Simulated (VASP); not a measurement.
# AlCo (Pm-3m) in VASP: notebook

The runs below take AlCo through single point, with r2SCAN.

Everything below comes from runs of VASP 6.6.1. Logs are shortened: lines on timing, memory, paths and dates and some standing lists are left out, and cuts for length are marked.

**1. The cell of the first run**

The structure is cubic, space group Pm-3m (No. 221). The conventional cell has a = 2.762 Å, b = 2.762 Å, c = 2.762 Å, α = 90.00°, β = 90.00°, γ = 90.00°. Co (site symmetry m-3m) has 8 Al at 2.39 Å and 6 Co at 2.76 Å within 3.2 Å. Al (site symmetry m-3m) has 8 Co at 2.39 Å and 6 Al at 2.76 Å within 3.2 Å.

**2. Single point, r2SCAN, collinear spin, ferromagnetic start**

POSCAR

```
AlCo
1.0
    2.7618482194      0.0000000000      0.0000000000
    0.0000000000      2.7618482194      0.0000000000
    0.0000000000      0.0000000000      2.7618482194
Co Al
1 1
Direct
    0.5000000000      0.5000000000      0.5000000000
    0.0000000000      0.0000000000      0.0000000000
```

INCAR.step1

```
PREC     = Accurate       # precision mode
ENCUT    = 520            # plane-wave cutoff, eV
ISMEAR   = -1             # smearing method
SIGMA    = 0.05           # smearing width, eV
LREAL    = False          # projectors in reciprocal space
LASPH    = True           # aspherical terms in the spheres
NELM     = 150            # most SCF steps
ISPIN    = 2              # spin polarisation
MAGMOM   = 2 0            # initial moments
LMAXMIX  = 4              # l up to which the mixer works
NBANDS   = 17             # bands
GGA      = PE             # functional
ALGO     = Normal         # electronic algorithm
EDIFF    = 1E-4           # SCF threshold, eV
LWAVE    = True           # write WAVECAR
LCHARG   = False          # write CHGCAR
```

INCAR.step2

```
PREC     = Accurate       # precision mode
ENCUT    = 520            # plane-wave cutoff, eV
EDIFF    = 1E-6           # SCF threshold, eV
ISMEAR   = -1             # smearing method
SIGMA    = 0.05           # smearing width, eV
LREAL    = False          # projectors in reciprocal space
LASPH    = True           # aspherical terms in the spheres
NELM     = 150            # most SCF steps
ALGO     = Normal         # electronic algorithm
ISIF     = 2              # what is computed and relaxed
LWAVE    = False          # write WAVECAR
LCHARG   = False          # write CHGCAR
ISPIN    = 2              # spin polarisation
MAGMOM   = 2 0            # initial moments
LORBIT   = 11             # projections on sites
LMAXMIX  = 4              # l up to which the mixer works
METAGGA  = R2SCAN         # meta-GGA
LMIXTAU  = True         
NBANDS   = 17             # bands
ISTART   = 1
```

KPOINTS

```
Automatic mesh
0
Gamma
  9 9 9
```

Potentials or basis: VASP PAW PBE potentials, release 64 (Co, Al).

Command:

```
$ cat potpaw_PBE.64/Co/POTCAR potpaw_PBE.64/Al/POTCAR > POTCAR
$ cp INCAR.step1 INCAR
$ mpirun -np 1 vasp_std > vasp.out
$ cp INCAR.step2 INCAR
$ mpirun -np 1 vasp_std > vasp.out
```

OUTCAR:

```text
PREC = Accurate
   ENCUT = 520
   EDIFF = 1E-6
   ISMEAR = -1
   LREAL = False
   LASPH = True
   NELM = 150
   ISIF = 2
   ISPIN = 2
   LORBIT = 11
   METAGGA = R2SCAN
   ISTART = 1

 ion  position               nearest neighbor table
   1  0.500  0.500  0.500-   2 2.39   2 2.39   2 2.39   2 2.39   2 2.39   2 2.39   2 2.39   2 2.39

   2  0.000  0.000  0.000-   1 2.39   1 2.39   1 2.39   1 2.39   1 2.39   1 2.39   1 2.39   1 2.39

  LATTYP: Found a simple cubic cell.
 ALAT       =     2.7618482194

  Lattice vectors:

 A1 = (   2.7618482194,   0.0000000000,   0.0000000000)
 A2 = (   0.0000000000,   2.7618482194,   0.0000000000)
 A3 = (   0.0000000000,   0.0000000000,   2.7618482194)

Analysis of symmetry for initial positions (statically):
=====================================================================
 Subroutine PRICEL returns:
 Original cell was already a primitive cell.

 Routine SETGRP: Setting up the symmetry group for a
 simple cubic supercell.

 Subroutine GETGRP returns: Found 48 space group operations
 (whereof 48 operations were pure point group operations)
 out of a pool of 48 trial point group operations.

The static configuration has the point symmetry O_h .

Analysis of symmetry for dynamics (positions and initial velocities):
=====================================================================
 Subroutine PRICEL returns:
 Original cell was already a primitive cell.

 Routine SETGRP: Setting up the symmetry group for a
 simple cubic supercell.

 Subroutine GETGRP returns: Found 48 space group operations
 (whereof 48 operations were pure point group operations)
 out of a pool of 48 trial point group operations.

The dynamic configuration has the point symmetry O_h .

Analysis of structural, dynamic, and magnetic symmetry:
=====================================================================
 Subroutine PRICEL returns:
 Original cell was already a primitive cell.

 Routine SETGRP: Setting up the symmetry group for a
 simple cubic supercell.

 Subroutine GETGRP returns: Found 48 space group operations
 (whereof 48 operations were pure point group operations)
 out of a pool of 48 trial point group operations.

The overall configuration has the point symmetry O_h .

 Subroutine INISYM returns: Found 48 space group operations
 (whereof 48 operations are pure point group operations),
 and found     1 'primitive' translations

[... 111 lines left out ...]
   IALGO  =     38    algorithm
   IMIX   =      4    mixing-type and parameters
     AMIX     =   0.40;   BMIX     =  1.00
     AMIX_MAG =   1.60;   BMIX_MAG =  1.00
  volume/ion in A,a.u.               =      10.53        71.08
  Fermi-wavevector in a.u.,A,eV,Ry     =   1.357070  2.564490 25.057003  1.841638
  Thomas-Fermi vector in A             =   2.484019
   LORBIT       =     11    0 simple, 1 ext, 2 COOP (PROOUT), +10 PAW based schemes
   METAGGA = R2SCAN    functional components
   LHFCALC =     F    Hartree Fock is set to
   AEXX    =    0.0000 exact exchange contribution
   IVDW    =     0    specifies the selected vdW correction
   LEPSILON=     F    determine dielectric tensor
   LRPA    =     F    only Hartree local field effects (RPA)
 spin polarized calculation
  energy-cutoff  :      520.00
  volume of cell :       21.07
 maximum number of plane-waves:       587
 NGX is ok and might be reduce to    24
   NGX = 11   NGY = 11   NGZ = 11

 number of electron      12.0000002 magnetization      -0.0003172

 Free energy of the ion-electron system (eV)
  ---------------------------------------------------
  ext. energy  EPLUGINS =         0.00000000
  ---------------------------------------------------
  free energy    TOTEN  =       -21.02137213 eV

  energy without entropy =      -21.01701961  energy(sigma->0) =      -21.01919587

 E-fermi :  11.8652     XC(G=0): -13.7655

 val. band max:       11.8166545080   @ k =   0.4444   0.4444   0.1111
 cond. band min:      11.9832457151   @ k =   0.4444   0.4444   0.3333
 fundamental gap:      0.1665912071
 Fermi energy:        11.8652151131

 spin component 1

 k-point     1 :       0.0000    0.0000    0.0000
  band No.  band energies     occupation
      1      -0.5748      1.00000
      2       8.2945      1.00000
      3       8.2945      1.00000
      4      10.6345      1.00000
      5      10.6345      1.00000
      6      10.6345      1.00000
[... 459 lines left out ...]
      6      10.2285      1.00000
[... 9 lines left out ...]
     16      35.9552      0.00000
     17      37.5516      0.00000

 [... further k-points ...]

 spin component 2

 k-point     1 :       0.0000    0.0000    0.0000
  band No.  band energies     occupation
      1      -0.5745      1.00000
      2       8.2936      1.00000
      3       8.2936      1.00000
      4      10.6342      1.00000
      5      10.6342      1.00000
      6      10.6342      1.00000
[... 459 lines left out ...]
      6      10.2282      1.00000
[... 9 lines left out ...]
     16      35.9553      0.00000
     17      37.5518      0.00000

 [... further k-points ...]
[... 5 lines left out ...]
  --------------------------------------------------------------------------------------
  -------------------------------------------------------------------------------------
  Total        1.9362751      1.9362751      1.9362751      0.0000000     -0.0000000      0.0000000
  in kB      147.2577718    147.2577718    147.2577718      0.0000000     -0.0000000      0.0000000
  external PRESSURE =     147.2577718 kB  Pullay stress =       0.0000000 kB

 VOLUME and BASIS-vectors are now :
 -----------------------------------------------------------------------------
  energy-cutoff  :      520.00
  volume of cell :       21.07
      direct lattice vectors                 reciprocal lattice vectors
     2.761848219  0.000000000  0.000000000     0.362076378  0.000000000  0.000000000
     0.000000000  2.761848219  0.000000000     0.000000000  0.362076378  0.000000000
     0.000000000  0.000000000  2.761848219     0.000000000  0.000000000  0.362076378

 POSITION                                       TOTAL-FORCE (eV/Angst)
 -----------------------------------------------------------------------------------
      1.38092      1.38092      1.38092         0.000000      0.000000      0.000000
      0.00000      0.00000      0.00000         0.000000      0.000000      0.000000
 -----------------------------------------------------------------------------------
    total drift:                                0.000000     -0.000000     -0.000000

  FREE ENERGIE OF THE ION-ELECTRON SYSTEM (eV)
  ---------------------------------------------------
  free  energy   TOTEN  =       -21.0213721341 eV

  energy  without entropy=      -21.0170196144  energy(sigma->0) =      -21.01919587

 total charge

# of ion       s       p       d       tot
------------------------------------------
    1        0.493   0.631   7.565   8.689
    2        0.407   0.487   0.000   0.894
--------------------------------------------------
tot          0.900   1.117   7.565   9.583

 magnetization (x)

# of ion       s       p       d       tot
------------------------------------------
    1        0.000   0.000  -0.000  -0.000
    2        0.000   0.000   0.000   0.000
--------------------------------------------------
tot          0.000   0.000  -0.000  -0.000
```

OSZICAR.step1:

```text
N       E                     dE             d eps       ncg     rms          rms(c)
DAV:   1     0.388306338388E+02    0.38831E+02   -0.50612E+03  2476   0.777E+02
DAV:   2    -0.110414612142E+02   -0.49872E+02   -0.44859E+02  2724   0.155E+02
DAV:   3    -0.130597218397E+02   -0.20183E+01   -0.19909E+01  2881   0.328E+01
DAV:   4    -0.130880871225E+02   -0.28365E-01   -0.28351E-01  2929   0.348E+00
DAV:   5    -0.130888821416E+02   -0.79502E-03   -0.79498E-03  2883   0.614E-01    0.146E+01
DAV:   6    -0.152119403369E+02   -0.21231E+01   -0.41009E+01  2669   0.709E+01    0.148E+01
DAV:   7    -0.119009806009E+02    0.33110E+01   -0.21722E+01  2711   0.452E+01    0.250E+00
DAV:   8    -0.118793812054E+02    0.21599E-01   -0.15631E-01  2918   0.269E+00    0.127E+00
DAV:   9    -0.118676748809E+02    0.11706E-01   -0.35792E-02  3113   0.137E+00    0.721E-01
DAV:  10    -0.118666857490E+02    0.98913E-03   -0.78077E-04  2980   0.184E-01    0.201E-01
DAV:  11    -0.118667559096E+02   -0.70161E-04   -0.31713E-04  1764   0.136E-01
   1 F= -.11866756E+02 E0= -.11864948E+02  d E =-.361496E-02  mag=     0.0017
```

Wall time 33 s (1 thread of Intel Xeon Platinum 8481C at 2.70GHz (Sapphire Rapids), shared host); peak memory 0.16 GiB.

What came out:

* Free energy: -21.0214 eV
* Pressure: 14.7 GPa
* Band gap on the k mesh: zero (filled and empty bands overlap)
* Net moment: 0.00 μB per cell
* Valence electrons inside the program's atomic spheres: Co 8.69; Al 0.89

Levels at points of the mesh, in eV from the Fermi level:
Spin up:
```tsv
k point	band 3	band 4	band 5	band 6	band 7	band 8	band 9	band 10
(0.00, 0.00, 0.00)	-3.57	-1.23	-1.23	-1.23	6.79	6.79	6.79	9.36
```
Spin down:
| k point | band 2 | band 3 | band 4 | band 5 | band 6 | band 7 | band 8 | band 9 | band 10 | band 11 |
| --- | --- | --- | --- | --- | --- | --- | --- | --- | --- | --- |
| (0.00, 0.00, 0.00) | -3.57 | -3.57 | -1.23 | -1.23 | -1.23 | 6.79 | 6.79 | 6.79 | 9.36 | 9.36 |

Caveat: the starting moments collapsed, and a magnetic state may lie lower; the PAW data sets were made with another functional, which shifts forces and pressure a little.

(Part 1 of 3 ends here.)
